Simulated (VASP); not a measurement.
# Si2W (P6_222) in VASP: further runs

Si2W is run at these levels: LDA; tasks: single point.

All numbers are computed with VASP 6.6.1; they aren't measurements. Logs are shortened: lines on timing, memory, paths and dates and some standing lists are left out, and cuts for length are marked.

### 1 The cell of the first run

Symmetry: P6_222, No. 180, hexagonal system. The conventional cell has a = 4.552 Å, b = 4.552 Å, c = 6.567 Å, α = 90.00°, β = 90.00°, γ = 120.00°. Si (site symmetry 2) has 9 Si at 2.54 to 3.19 Å and 5 W at 2.56 to 2.65 Å within 3.4 Å. Within 3.4 Å of W (site symmetry 222) lie 10 Si at 2.56 to 2.65 Å and 4 W at 3.16 Å.

### 2 Single point, LDA

Contents of INCAR:

```
PREC = Accurate ; ENCUT = 520
EDIFF = 1E-7 ; ISMEAR = 0
SIGMA = 0.01 ; LREAL = False
LASPH = True ; NELM = 60
ALGO = Normal ; ISIF = 2
LWAVE = False ; LCHARG = True
LELF = True ; LVHAR = True
NBANDS = 43
```

Contents of KPOINTS:

```
Automatic mesh
0
Gamma
  9 9 6
```

Contents of POSCAR:

```
Si2W
1.0
    4.5515367784      0.0000000000      0.0000000000
   -2.2757683892      3.9417464763      0.0000000000
    0.0000000000      0.0000000000      6.5670079528
Si W
6 3
Direct
    0.8361210222      0.6722420443      0.5000000000
    0.1638789778      0.8361210222      0.8333333333
    0.6722420443      0.8361210222      0.1666666667
    0.1638789778      0.3277579557      0.5000000000
    0.8361210222      0.1638789778      0.8333333333
    0.3277579557      0.1638789778      0.1666666667
    0.0000000000      0.5000000000      0.1666666667
    0.5000000000      0.5000000000      0.8333333333
    0.5000000000      0.0000000000      0.5000000000
```

Potentials or basis: VASP PAW LDA potentials, release 64 (Si, W_sv).

Run with:

```sh
cat potpaw_LDA.64/Si/POTCAR potpaw_LDA.64/W_sv/POTCAR > POTCAR
mpirun -np 1 vasp_std > vasp.out
```

OUTCAR:

```text
PREC = Accurate
   ENCUT = 520
   EDIFF = 1E-7
   ISMEAR = 0
   LREAL = False
   LASPH = True
   NELM = 60
   ISIF = 2

 ion  position               nearest neighbor table
   1  0.836  0.672  0.500-   2 2.54   3 2.54   7 2.56   8 2.56   4 2.58   9 2.62   9 2.62   9 2.65
                             4 2.65   4 2.65   6 3.13   5 3.13
   2  0.164  0.836  0.833-   1 2.54   6 2.54   9 2.56   7 2.56   5 2.58   8 2.62   8 2.62   8 2.65
                             5 2.65   5 2.65   4 3.13   3 3.13
   3  0.672  0.836  0.167-   1 2.54   5 2.54   9 2.56   8 2.56   6 2.58   7 2.62   7 2.62   7 2.65
                             6 2.65   6 2.65   4 3.13   2 3.13
   4  0.164  0.328  0.500-   5 2.54   6 2.54   7 2.56   8 2.56   1 2.58   9 2.62   9 2.62   9 2.65
                             1 2.65   1 2.65   3 3.13   2 3.13
   5  0.836  0.164  0.833-   4 2.54   3 2.54   9 2.56   7 2.56   2 2.58   8 2.62   8 2.62   8 2.65
                             2 2.65   2 2.65   1 3.13   6 3.13
   6  0.328  0.164  0.167-   4 2.54   2 2.54   9 2.56   8 2.56   3 2.58   7 2.62   7 2.62   7 2.65
                             3 2.65   3 2.65   1 3.13   5 3.13
   7  0.000  0.500  0.167-   1 2.56   4 2.56   2 2.56   5 2.56   6 2.62   3 2.62   6 2.62   3 2.62
                             3 2.65   6 2.65   9 3.16   9 3.16   8 3.16   8 3.16
   8  0.500  0.500  0.833-   1 2.56   4 2.56   3 2.56   6 2.56   5 2.62   2 2.62   2 2.62   5 2.62
                             5 2.65   2 2.65   9 3.16   9 3.16   7 3.16   7 3.16
   9  0.500  0.000  0.500-   3 2.56   6 2.56   5 2.56   2 2.56   4 2.62   1 2.62   4 2.62   1 2.62
                             4 2.65   1 2.65   7 3.16   8 3.16   8 3.16   7 3.16

  LATTYP: Found a hexagonal cell.
 ALAT       =     4.5515367784
 C/A-ratio  =     1.4428111367

  Lattice vectors:

 A1 = (   4.5515367784,   0.0000000000,   0.0000000000)
 A2 = (  -2.2757683892,   3.9417464763,   0.0000000000)
 A3 = (   0.0000000000,   0.0000000000,   6.5670079528)

Analysis of symmetry for initial positions (statically):
=====================================================================
 Subroutine PRICEL returns:
 Original cell was already a primitive cell.

 Routine SETGRP: Setting up the symmetry group for a
 hexagonal supercell.

 Subroutine GETGRP returns: Found 12 space group operations
 (whereof  4 operations were pure point group operations)
 out of a pool of 24 trial point group operations.

The static configuration has the point symmetry D_2 .
 The point group associated with its full space group is D_6 .

Analysis of symmetry for dynamics (positions and initial velocities):
=====================================================================
 Subroutine PRICEL returns:
 Original cell was already a primitive cell.

 Routine SETGRP: Setting up the symmetry group for a
 hexagonal supercell.

 Subroutine GETGRP returns: Found 12 space group operations
 (whereof  4 operations were pure point group operations)
 out of a pool of 24 trial point group operations.

The dynamic configuration has the point symmetry D_2 .
 The point group associated with its full space group is D_6 .

 Subroutine INISYM returns: Found 12 space group operations
 (whereof  4 operations are pure point group operations),
 and found     1 'primitive' translations

----------------------------------------------------------------------------------------

                                     Primitive cell

  volume of cell :     117.8187

  direct lattice vectors                    reciprocal lattice vectors
     4.551536778  0.000000000  0.000000000     0.219706013  0.126847326  0.000000000
    -2.275768389  3.941746476  0.000000000     0.000000000  0.253694652  0.000000000
     0.000000000  0.000000000  6.567007953     0.000000000  0.000000000  0.152276350

  length of vectors
     4.551536778  4.551536778  6.567007953     0.253694652  0.253694652  0.152276350

  position of ions in fractional coordinates (direct lattice)
     0.836121022  0.672242044  0.500000000
     0.163878978  0.836121022  0.833333333
     0.672242044  0.836121022  0.166666667
     0.163878978  0.327757956  0.500000000
     0.836121022  0.163878978  0.833333333
     0.327757956  0.163878978  0.166666667
     0.000000000  0.500000000  0.166666667
     0.500000000  0.500000000  0.833333333
     0.500000000  0.000000000  0.500000000

  ion indices of the primitive-cell ions
   primitive index   ion index
                 1           1
                 2           2
                 3           3
                 4           4
                 5           5
                 6           6
                 7           7
                 8           8
                 9           9

----------------------------------------------------------------------------------------

 KPOINTS: Automatic mesh

Automatic generation of k-mesh.
 Grid dimensions read from file:
 generate k-points for:    9    9    6

 Generating k-lattice:

  Cartesian coordinates                     Fractional coordinates (reciprocal lattice)
     0.024411779  0.014094147  0.000000000     0.111111111  0.000000000  0.000000000
     0.000000000  0.028188295  0.000000000     0.000000000  0.111111111  0.000000000
     0.000000000  0.000000000  0.025379392     0.000000000  0.000000000  0.166666667

  Length of vectors
     0.028188295  0.028188295  0.025379392

  Shift w.r.t. Gamma in fractional coordinates (k-lattice)
     0.000000000  0.000000000  0.000000000

 Subroutine IBZKPT returns following result:
 ===========================================

 Found     48 irreducible k-points:

 Following reciprocal coordinates:
            Coordinates               Weight
  0.000000  0.000000  0.000000      1.000000
  0.111111 -0.000000  0.000000      6.000000
  0.222222  0.000000  0.000000      6.000000
  0.333333  0.000000  0.000000      6.000000
  0.444444  0.000000  0.000000      6.000000
  0.111111  0.111111  0.000000      6.000000
[... 16 lines left out ...]
  0.333333  0.222222  0.166667     24.000000
  0.333333  0.333333  0.166667      4.000000
 [... further k-points ...]
   k-points           NKPTS =     48   k-points in BZ     NKDIM =     48   number of bands    NBANDS=     43
   number of dos      NEDOS =    301   number of ions     NIONS =      9
   total plane-waves  NPLWV =  64800
   dimension x,y,z NGX =    36 NGY =   36 NGZ =   50
   dimension x,y,z NGXF=    72 NGYF=   72 NGZF=  100
   ions per type =               6   3
   NGX,Y,Z   is equivalent  to a cutoff of  13.15, 13.15, 12.66 a.u.
   NGXF,Y,Z  is equivalent  to a cutoff of  26.30, 26.30, 25.32 a.u.
 SYSTEM =  unknown system
   PREC   = accura    normal or accurate (medium, high low for compatibility)
   ISTART =      0    job   : 0-new  1-cont  2-samecut
   ICHARG =      2    charge: 1-file 2-atom 10-const
   ISPIN  =      1    spin polarized calculation?
   LNONCOLLINEAR =      F non collinear calculations
   LSORBIT =      F    spin-orbit coupling
   LASPH  =      T    aspherical Exc in radial PAW
   ENCUT  =  520.0 eV  38.22 Ry    6.18 a.u.   8.46  8.46 12.21*2*pi/ulx,y,z
   NELM   =     60;   NELMIN=  2; NELMDL= -5     # of ELM steps
   EDIFF  = 0.1E-06   stopping-criterion for ELM
   LREAL  =      F    real-space projection
   EDIFFG = 0.1E-05   stopping-criterion for IOM
   NSW    =      0    number of steps for IOM
   IBRION =     -1    ionic relax: 0-MD 1-quasi-New 2-CG
   NFREE  =      0    steps in history (QN), initial steepest desc. (CG)
   ISIF   =      2    stress and relaxation
   ISYM   =      2    0-nonsym 1-usesym 2-fastsym
   POTIM  = 0.5000    time-step for ionic-motion
   TEBEG  =    0.0;   TEEND  =   0.0 temperature during run
   PSTRESS=    0.0 pullay stress
   NELECT =      66.0000    total number of electrons
   NUPDOWN=      -1.0000    fix difference up-down
   EMIN   =  10.00;   EMAX   =-10.00  energy-range for DOS
   EFERMI =   0.00;   METHOD = LEGACY
   ISMEAR =     0;   SIGMA  =   0.01  broadening in eV -4-tet -1-fermi 0-gaus
   EFERMI_NEDOS =   21; number of points for ismear=-14 and -15
   IALGO  =     38    algorithm
   IMIX   =      4    mixing-type and parameters
     AMIX     =   0.40;   BMIX     =  1.00
     AMIX_MAG =   1.60;   BMIX_MAG =  1.00
  volume/ion in A,a.u.               =      13.09        88.34
  Fermi-wavevector in a.u.,A,eV,Ry     =   1.349537  2.550255 24.779603  1.821249
  Thomas-Fermi vector in A             =   2.477115
   LORBIT       =      0    0 simple, 1 ext, 2 COOP (PROOUT), +10 PAW based schemes
   GGA     = CA    functional components
   LHFCALC =     F    Hartree Fock is set to
   AEXX    =    0.0000 exact exchange contribution
   IVDW    =     0    specifies the selected vdW correction
   LEPSILON=     F    determine dielectric tensor
   LRPA    =     F    only Hartree local field effects (RPA)
 non-spin polarized calculation
 Gauss-broadening in eV      SIGMA  =   0.01
  energy-cutoff  :      520.00
  volume of cell :      117.82
 maximum number of plane-waves:      3204
 NGX is ok and might be reduce to    36
   NGX = 17   NGY = 17   NGZ = 25

 number of electron      65.9999997 magnetization

 Free energy of the ion-electron system (eV)
  ---------------------------------------------------
  ext. energy  EPLUGINS =         0.00000000
  ---------------------------------------------------
  free energy    TOTEN  =       -81.47740332 eV

  energy without entropy =      -81.47740332  energy(sigma->0) =      -81.47740332

 E-fermi :  12.9185     XC(G=0): -12.7847

 val. band max:       12.8661858919   @ k =   0.4444   0.0000   0.5000
 cond. band min:      12.9821422340   @ k =   0.4444   0.0000   0.0000
 fundamental gap:      0.1159563421
 Fermi energy:        12.9185365748

 k-point     1 :       0.0000    0.0000    0.0000
  band No.  band energies     occupation
      1     -60.9213      2.00000
      2     -60.9062      2.00000
      3     -60.9062      2.00000
      4     -25.5930      2.00000
      5     -25.5878      2.00000
      6     -25.5878      2.00000
[... 35 lines left out ...]
     42      15.9658      0.00000
     43      16.3721      0.00000
[... 1017 lines left out ...]
      3     -60.9065      2.00000
      4     -25.6417      2.00000
      5     -25.6139      2.00000
      6     -25.5925      2.00000
[... 35 lines left out ...]
     42      16.0881      0.00000
     43      16.3810      0.00000

 [... further k-points ...]

------------------------ aborting loop because EDIFF is reached ----------------------------------------

  FORCE on cell =-STRESS in cart. coord.  units (eV):
  Direction    XX          YY          ZZ          XY          YZ          ZX
  --------------------------------------------------------------------------------------
  -------------------------------------------------------------------------------------
  Total        0.5262637      0.5262637      0.5433394     -0.0000000      0.0000000      0.0000000
  in kB        7.1564845      7.1564845      7.3886904     -0.0000000      0.0000000      0.0000000
  external PRESSURE =       7.2338865 kB  Pullay stress =       0.0000000 kB

 VOLUME and BASIS-vectors are now :
 -----------------------------------------------------------------------------
  energy-cutoff  :      520.00
  volume of cell :      117.82
      direct lattice vectors                 reciprocal lattice vectors
     4.551536778  0.000000000  0.000000000     0.219706013  0.126847326  0.000000000
    -2.275768389  3.941746476  0.000000000     0.000000000  0.253694652  0.000000000
     0.000000000  0.000000000  6.567007953     0.000000000  0.000000000  0.152276350

 POSITION                                       TOTAL-FORCE (eV/Angst)
 -----------------------------------------------------------------------------------
      2.27577      2.64981      3.28350         0.000000      0.007884      0.000000
     -1.15692      3.29578      5.47251        -0.006827      0.003942      0.000000
      1.15692      3.29578      1.09450         0.006827      0.003942      0.000000
     -0.00000      1.29194      3.28350         0.000000     -0.007884      0.000000
      3.43268      0.64597      5.47251         0.006827     -0.003942      0.000000
      1.11885      0.64597      1.09450        -0.006827     -0.003942      0.000000
     -1.13788      1.97087      1.09450        -0.000000     -0.000000     -0.000000
      1.13788      1.97087      5.47251         0.000000     -0.000000     -0.000000
      2.27577      0.00000      3.28350         0.000000     -0.000000      0.000000
 -----------------------------------------------------------------------------------
    total drift:                               -0.000000     -0.000000     -0.000000

  FREE ENERGIE OF THE ION-ELECTRON SYSTEM (eV)
  ---------------------------------------------------
  free  energy   TOTEN  =       -81.4774033201 eV

  energy  without entropy=      -81.4774033201  energy(sigma->0) =      -81.47740332
```

Run time: 3.1 min. Hardware: 1 thread of Intel Xeon Platinum 8259CL at 2.50GHz (Skylake/Cascade Lake), shared host; peak memory 0.32 GiB.

What came out:

* Free energy: -81.4774 eV
* Pressure: 0.7 GPa
* Largest force: 0.008 eV/Å
* Band gap on the k mesh: 0.12 eV (least direct gap 0.68 eV)

Forces in eV/Å, atoms in the order of the input:
```
Si   0.000  0.008  0.000
Si  -0.007  0.004  0.000
Si   0.007  0.004  0.000
Si   0.000 -0.008  0.000
Si   0.007 -0.004  0.000
Si  -0.007 -0.004  0.000
W    0.000  0.000  0.000
W    0.000  0.000  0.000
W    0.000  0.000  0.000
```

Caveat: spin-orbit coupling is left out, which moves the levels of the heavy elements.

### 3 Single point, LDA

Contents of INCAR:

```
SYSTEM = Si2W
ALGO     = Normal         ! electronic algorithm
EDIFF    = 1E-6           ! SCF threshold, eV
ENCUT    = 520            ! plane-wave cutoff, eV
ISIF     = 2              ! what is computed and relaxed
ISMEAR   = 0              ! smearing method
LASPH    = .True.         ! aspherical terms in the spheres
LCHARG   = .True.         ! write CHGCAR
LELF     = .True.         ! ELF
LREAL    = .False.        ! projectors in reciprocal space
LVHAR    = .True.       
LWAVE    = .False.        ! write WAVECAR
NBANDS   = 43             ! bands
NELM     = 100            ! most SCF steps
PREC     = Accurate       ! precision mode
SIGMA    = 0.03           ! smearing width, eV
```

Contents of KPOINTS:

```
k-points
0
Gamma
  9 9 6
  0 0 0
```

POSCAR is that of step 2.

Potentials or basis: VASP PAW LDA potentials, release 64 (Si, W_sv).

Run with:

```sh
cat potpaw_LDA.64/Si/POTCAR potpaw_LDA.64/W_sv/POTCAR > POTCAR
mpirun -np 1 vasp_std > vasp.out
```

OUTCAR:

```text
SYSTEM = Si2W
   EDIFF = 1E-6
   ENCUT = 520
   ISIF = 2
   ISMEAR = 0
   LASPH = .True.
   LREAL = .False.
   NELM = 100
   PREC = Accurate

 ion  position               nearest neighbor table
   1  0.836  0.672  0.500-   2 2.54   3 2.54   7 2.56   8 2.56   4 2.58   9 2.62   9 2.62   9 2.65
                             4 2.65   4 2.65   6 3.13   5 3.13
   2  0.164  0.836  0.833-   1 2.54   6 2.54   9 2.56   7 2.56   5 2.58   8 2.62   8 2.62   8 2.65
                             5 2.65   5 2.65   4 3.13   3 3.13
   3  0.672  0.836  0.167-   1 2.54   5 2.54   9 2.56   8 2.56   6 2.58   7 2.62   7 2.62   7 2.65
                             6 2.65   6 2.65   4 3.13   2 3.13
   4  0.164  0.328  0.500-   5 2.54   6 2.54   7 2.56   8 2.56   1 2.58   9 2.62   9 2.62   9 2.65
                             1 2.65   1 2.65   3 3.13   2 3.13
[... 1336 lines left out ...]
 -----------------------------------------------------------------------------
  energy-cutoff  :      520.00
  volume of cell :      117.82
      direct lattice vectors                 reciprocal lattice vectors
     4.551536778  0.000000000  0.000000000     0.219706013  0.126847326  0.000000000
    -2.275768389  3.941746476  0.000000000     0.000000000  0.253694652  0.000000000
     0.000000000  0.000000000  6.567007953     0.000000000  0.000000000  0.152276350

 POSITION                                       TOTAL-FORCE (eV/Angst)
 -----------------------------------------------------------------------------------
      2.27577      2.64981      3.28350         0.000000      0.007878     -0.000000
     -1.15692      3.29578      5.47251        -0.006823      0.003939     -0.000000
      1.15692      3.29578      1.09450         0.006823      0.003939      0.000000
     -0.00000      1.29194      3.28350         0.000000     -0.007878     -0.000000
      3.43268      0.64597      5.47251         0.006823     -0.003939      0.000000
      1.11885      0.64597      1.09450        -0.006823     -0.003939      0.000000
     -1.13788      1.97087      1.09450         0.000000     -0.000000      0.000000
      1.13788      1.97087      5.47251         0.000000     -0.000000     -0.000000
      2.27577      0.00000      3.28350         0.000000     -0.000000     -0.000000
 -----------------------------------------------------------------------------------
    total drift:                               -0.000000     -0.000000     -0.000000

  FREE ENERGIE OF THE ION-ELECTRON SYSTEM (eV)
  ---------------------------------------------------
  free  energy   TOTEN  =       -81.4774042953 eV

  energy  without entropy=      -81.4773943201  energy(sigma->0) =      -81.47739931
```

OSZICAR:

```text
N       E                     dE             d eps       ncg     rms          rms(c)
DAV:   1     0.632278127669E+03    0.63228E+03   -0.34970E+04  4240   0.157E+03
DAV:   2    -0.439323442873E+02   -0.67621E+03   -0.65288E+03  4438   0.452E+02
DAV:   3    -0.828632952989E+02   -0.38931E+02   -0.37833E+02  5192   0.998E+01
DAV:   4    -0.838391570477E+02   -0.97586E+00   -0.95725E+00  5056   0.146E+01
DAV:   5    -0.838585040508E+02   -0.19347E-01   -0.19298E-01  5053   0.219E+00    0.462E+01
DAV:   6    -0.818295407476E+02    0.20290E+01   -0.94527E+00  4973   0.152E+01    0.168E+01
DAV:   7    -0.815447866694E+02    0.28475E+00   -0.89607E-01  4866   0.382E+00    0.747E+00
DAV:   8    -0.814792446220E+02    0.65542E-01   -0.12778E-01  5055   0.191E+00    0.482E-01
DAV:   9    -0.814780027830E+02    0.12418E-02   -0.10026E-02  5397   0.404E-01    0.310E-01
DAV:  10    -0.814774880142E+02    0.51477E-03   -0.22640E-03  5169   0.309E-01    0.946E-02
DAV:  11    -0.814774043034E+02    0.83711E-04   -0.37227E-04  5064   0.117E-01    0.287E-02
DAV:  12    -0.814774046867E+02   -0.38332E-06   -0.16260E-05  5209   0.205E-02    0.889E-03
DAV:  13    -0.814774042953E+02    0.39135E-06   -0.13944E-06  3088   0.614E-03
   1 F= -.81477404E+02 E0= -.81477399E+02  d E =-.997526E-05
```

It took 3 min on 1 thread of Intel Xeon Platinum 8259CL at 2.50GHz (Skylake/Cascade Lake), shared host; peak memory 0.32 GiB.

Results:

```yaml
Free_energy: -81.4774 eV
Pressure: 0.7 GPa
Largest_force: 0.008 eV/Å
Band_gap_on_the_k_mesh: 0.12 eV (least direct gap 0.68 eV)
```

Forces in eV/Å, atoms in the order of the input:
```
Si   0.000  0.008  0.000
Si  -0.007  0.004  0.000
Si   0.007  0.004  0.000
Si   0.000 -0.008  0.000
Si   0.007 -0.004  0.000
Si  -0.007 -0.004  0.000
W    0.000  0.000  0.000
W    0.000  0.000  0.000
W    0.000  0.000  0.000
```

Levels at points of the mesh, in eV from the valence-band top:
```tsv
k point	band 30	band 31	band 32	band 33	band 34	band 35	band 36	band 37
(0.00, 0.00, 0.00)	-3.37	-3.00	-2.52	-0.96	2.35	2.35	2.41	2.57
(0.00, 0.00, 0.50)	-2.68	-2.48	-0.74	-0.74	1.92	2.23	2.23	2.43
```

Caveat: spin-orbit coupling is left out, which moves the levels of the heavy elements. A k mesh can miss the band edges.
